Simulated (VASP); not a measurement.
BeTe:

```
CELL_PARAMETERS angstrom
0.00000 2.77000 2.77000
2.77000 0.00000 2.77000
2.77000 2.77000 0.00000
ATOMIC_POSITIONS crystal
Te 0.75000 0.75000 0.75000
Be 0.00000 0.00000 0.00000
```

| Item | Value |
| --- | --- |
| Program | VASP 6.6.1 |
| Task | relaxation of cell and atoms |
| Functional | PBE |
| Potentials or basis | VASP PAW PBE potentials, release 64 (Te, Be) |
| Cutoff | 600 eV |
| k mesh | 8 × 8 × 8 |
| Occupations | fermi-dirac, width 0.05 eV |
| Spin | no spin polarisation |

At the start: pressure 4.5 GPa; volume 21.25 Å³/atom.

**Question.** How do energy, volume and symmetry change on relaxing?

**Answer.** Over 3 steps the energy falls by 19.8 meV/atom and the volume is 22.76 Å³/atom (+7.1 %); space group F-43m (No. 216, to 0.05 Å).

The path:
```tsv
step	energy change (eV)	largest force (eV/Å)	pressure (GPa)	volume (Å³)
1	0.0000	0.0000	4.45	42.51
2	-0.0377	0.0000	-0.85	46.25
3	-0.0396	0.0000	0.01	45.52
```

Final structure:
```yaml
crystal:
  lattice:
    - [0.00000, 2.83396, 2.83396]
    - [2.83396, 0.00000, 2.83396]
    - [2.83396, 2.83396, 0.00000]
  atoms:
    - { symbol: Te, position: [0.75000, 0.75000, 0.75000] }
    - { symbol: Be, position: [0.00000, 0.00000, 0.00000] }
```
